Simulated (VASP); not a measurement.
# BAs (F-43m) in VASP: single point with PBE

Aim: the single point of BAs with PBE.

All numbers are computed with VASP 6.6.1; they aren't measurements. Logs are shortened: lines on timing, memory, paths and dates and some standing lists are left out, and cuts for length are marked.

## Step 1: The cell of the first run

It takes space group F-43m (No. 216, cubic). The conventional cell has a = 4.622 Å, b = 4.622 Å, c = 4.622 Å, α = 90.00°, β = 90.00°, γ = 90.00°. Within 2.7 Å of B (site symmetry -43m) lie 4 As at 2.00 Å. As (site symmetry -43m) has 4 B at 2.00 Å within 2.7 Å.

## Step 2: Single point, PBE

INCAR reads:

```
SYSTEM = BAs
  PREC = Accurate
  ENCUT = 560
  EDIFF = 1E-6
  ISMEAR = 0
  SIGMA = 0.01
  LREAL = .False.
  LASPH = .True.
  NELM = 120
  ALGO = Normal
  ISIF = 2
  LWAVE = .False.
  LCHARG = .False.
  GGA = PE
  NBANDS = 16
  GGA_COMPAT = .False.
```

KPOINTS reads:

```
Automatic mesh
0
Gamma
  10 10 10
  0 0 0
```

POSCAR reads:

```
BAs
1.0
    0.0000000000      2.3109166251      2.3109166251
    2.3109166251      0.0000000000      2.3109166251
    2.3109166251      2.3109166251      0.0000000000
B As
1 1
Direct
    0.0000000000      0.0000000000      0.0000000000
    0.7500000000      0.7500000000      0.7500000000
```

Potentials or basis: VASP PAW PBE potentials, release 64 (B, As_d).

The run is started by

```
> cat potpaw_PBE.64/B/POTCAR potpaw_PBE.64/As_d/POTCAR > POTCAR
> mpirun -np 1 vasp_std > vasp.out
```

OUTCAR:

```text
SYSTEM = BAs
   PREC = Accurate
   ENCUT = 560
   EDIFF = 1E-6
   ISMEAR = 0
   LREAL = .False.
   LASPH = .True.
   NELM = 120
   ISIF = 2
   GGA = PE

 ion  position               nearest neighbor table
   1  0.000  0.000  0.000-   2 2.00   2 2.00   2 2.00   2 2.00
   2  0.750  0.750  0.750-   1 2.00   1 2.00   1 2.00   1 2.00

  LATTYP: Found a face centered cubic cell.
 ALAT       =     4.6218332502

  Lattice vectors:

 A1 = (   0.0000000000,   2.3109166251,   2.3109166251)
 A2 = (   2.3109166251,   0.0000000000,   2.3109166251)
 A3 = (   2.3109166251,   2.3109166251,   0.0000000000)

Analysis of symmetry for initial positions (statically):
=====================================================================
 Subroutine PRICEL returns:
 Original cell was already a primitive cell.

 Routine SETGRP: Setting up the symmetry group for a
 face centered cubic supercell.

 Subroutine GETGRP returns: Found 24 space group operations
 (whereof 24 operations were pure point group operations)
 out of a pool of 48 trial point group operations.

The static configuration has the point symmetry T_d .

Analysis of symmetry for dynamics (positions and initial velocities):
=====================================================================
 Subroutine PRICEL returns:
 Original cell was already a primitive cell.

 Routine SETGRP: Setting up the symmetry group for a
 face centered cubic supercell.

 Subroutine GETGRP returns: Found 24 space group operations
 (whereof 24 operations were pure point group operations)
 out of a pool of 48 trial point group operations.

The dynamic configuration has the point symmetry T_d .

 Subroutine INISYM returns: Found 24 space group operations
 (whereof 24 operations are pure point group operations),
 and found     1 'primitive' translations

----------------------------------------------------------------------------------------

                                     Primitive cell

  volume of cell :      24.6821

  direct lattice vectors                    reciprocal lattice vectors
     0.000000000  2.310916625  2.310916625    -0.216364361  0.216364361  0.216364361
     2.310916625  0.000000000  2.310916625     0.216364361 -0.216364361  0.216364361
     2.310916625  2.310916625  0.000000000     0.216364361  0.216364361 -0.216364361

  length of vectors
     3.268129633  3.268129633  3.268129633     0.374754067  0.374754067  0.374754067

[... 73 lines left out ...]
   ICHARG =      2    charge: 1-file 2-atom 10-const
   ISPIN  =      1    spin polarized calculation?
   LNONCOLLINEAR =      F non collinear calculations
   LSORBIT =      F    spin-orbit coupling
   LASPH  =      T    aspherical Exc in radial PAW
   ENCUT  =  560.0 eV  41.16 Ry    6.42 a.u.   6.31  6.31  6.31*2*pi/ulx,y,z
   NELM   =    120;   NELMIN=  2; NELMDL= -5     # of ELM steps
   EDIFF  = 0.1E-05   stopping-criterion for ELM
   LREAL  =      F    real-space projection
   EDIFFG = 0.1E-04   stopping-criterion for IOM
   NSW    =      0    number of steps for IOM
   IBRION =     -1    ionic relax: 0-MD 1-quasi-New 2-CG
   NFREE  =      0    steps in history (QN), initial steepest desc. (CG)
   ISIF   =      2    stress and relaxation
   ISYM   =      2    0-nonsym 1-usesym 2-fastsym
   POTIM  = 0.5000    time-step for ionic-motion
   TEBEG  =    0.0;   TEEND  =   0.0 temperature during run
   PSTRESS=    0.0 pullay stress
   NELECT =      18.0000    total number of electrons
   NUPDOWN=      -1.0000    fix difference up-down
   EMIN   =  10.00;   EMAX   =-10.00  energy-range for DOS
   EFERMI =   0.00;   METHOD = LEGACY
   ISMEAR =     0;   SIGMA  =   0.01  broadening in eV -4-tet -1-fermi 0-gaus
   EFERMI_NEDOS =   21; number of points for ismear=-14 and -15
   IALGO  =     38    algorithm
   IMIX   =      4    mixing-type and parameters
     AMIX     =   0.40;   BMIX     =  1.00
     AMIX_MAG =   1.60;   BMIX_MAG =  1.00
  volume/ion in A,a.u.               =      12.34        83.28
  Fermi-wavevector in a.u.,A,eV,Ry     =   1.473572  2.784647 29.543891  2.171415
  Thomas-Fermi vector in A             =   2.588449
   LORBIT       =      0    0 simple, 1 ext, 2 COOP (PROOUT), +10 PAW based schemes
   GGA     = PE    functional components
   LHFCALC =     F    Hartree Fock is set to
   AEXX    =    0.0000 exact exchange contribution
   IVDW    =     0    specifies the selected vdW correction
   LEPSILON=     F    determine dielectric tensor
   LRPA    =     F    only Hartree local field effects (RPA)
 non-spin polarized calculation
 Gauss-broadening in eV      SIGMA  =   0.01
  energy-cutoff  :      560.00
  volume of cell :       24.68
 maximum number of plane-waves:       757
 NGX is ok and might be reduce to    28
   NGX = 13   NGY = 13   NGZ = 13

 number of electron      17.9999999 magnetization

 Free energy of the ion-electron system (eV)
  ---------------------------------------------------
  ext. energy  EPLUGINS =         0.00000000
  ---------------------------------------------------
  free energy    TOTEN  =       -11.27051410 eV

  energy without entropy =      -11.27051410  energy(sigma->0) =      -11.27051410

 E-fermi :   5.9958     XC(G=0): -11.6265

 val. band max:        5.7990846964   @ k =   0.0000   0.0000   0.0000
 cond. band min:       6.8798708995   @ k =   0.4000   0.4000   0.0000
 fundamental gap:      1.0807862031
 Fermi energy:         5.9957684631

 k-point     1 :       0.0000    0.0000    0.0000
  band No.  band energies     occupation
      1     -30.1162      2.00000
      2     -30.1162      2.00000
      3     -30.1162      2.00000
      4     -30.0825      2.00000
      5     -30.0825      2.00000
      6     -10.5442      2.00000
[... 433 lines left out ...]
      3     -30.0979      2.00000
      4     -30.0891      2.00000
      5     -30.0758      2.00000
      6      -7.6263      2.00000
[... 8 lines left out ...]
     15      22.7015      0.00000
     16      22.9702      0.00000

 [... further k-points ...]
[... 5 lines left out ...]
  --------------------------------------------------------------------------------------
  -------------------------------------------------------------------------------------
  Total        3.0331952      3.0331952      3.0331952     -0.0000000     -0.0000000     -0.0000000
  in kB      196.8920224    196.8920224    196.8920224     -0.0000000     -0.0000000     -0.0000000
  external PRESSURE =     196.8920224 kB  Pullay stress =       0.0000000 kB

 VOLUME and BASIS-vectors are now :
 -----------------------------------------------------------------------------
  energy-cutoff  :      560.00
  volume of cell :       24.68
      direct lattice vectors                 reciprocal lattice vectors
     0.000000000  2.310916625  2.310916625    -0.216364361  0.216364361  0.216364361
     2.310916625  0.000000000  2.310916625     0.216364361 -0.216364361  0.216364361
     2.310916625  2.310916625  0.000000000     0.216364361  0.216364361 -0.216364361

 POSITION                                       TOTAL-FORCE (eV/Angst)
 -----------------------------------------------------------------------------------
      0.00000      0.00000      0.00000        -0.000000     -0.000000     -0.000000
      3.46637      3.46637      3.46637         0.000000      0.000000      0.000000
 -----------------------------------------------------------------------------------
    total drift:                               -0.000000     -0.000000     -0.000001

  FREE ENERGIE OF THE ION-ELECTRON SYSTEM (eV)
  ---------------------------------------------------
  free  energy   TOTEN  =       -11.2705141022 eV

  energy  without entropy=      -11.2705141022  energy(sigma->0) =      -11.27051410
```

Run time: 10 s. Hardware: 1 thread of Intel Xeon 6975P-C (Granite Rapids), shared host; peak memory 0.16 GiB.

What came out:

| Property | Result |
| --- | --- |
| Free energy | -11.2705 eV |
| Pressure | 19.7 GPa |
| Band gap on the k mesh | 1.08 eV (least direct gap 3.42 eV) |

Levels at points of the mesh, in eV from the valence-band top:
```tsv
k point	band 6	band 7	band 8	band 9	band 10	band 11	band 12	band 13
(0.00, 0.00, 0.00)	-16.34	0.00	0.00	0.00	3.42	3.42	3.42	5.98
(0.50, 0.00, 0.00)	-13.10	-9.54	-1.99	-1.99	3.30	4.91	4.91	9.07
(0.50, 0.50, 0.00)	-11.63	-9.09	-4.50	-4.50	1.30	1.36	12.40	12.40
```

Caveat: the cell stands under pressure.
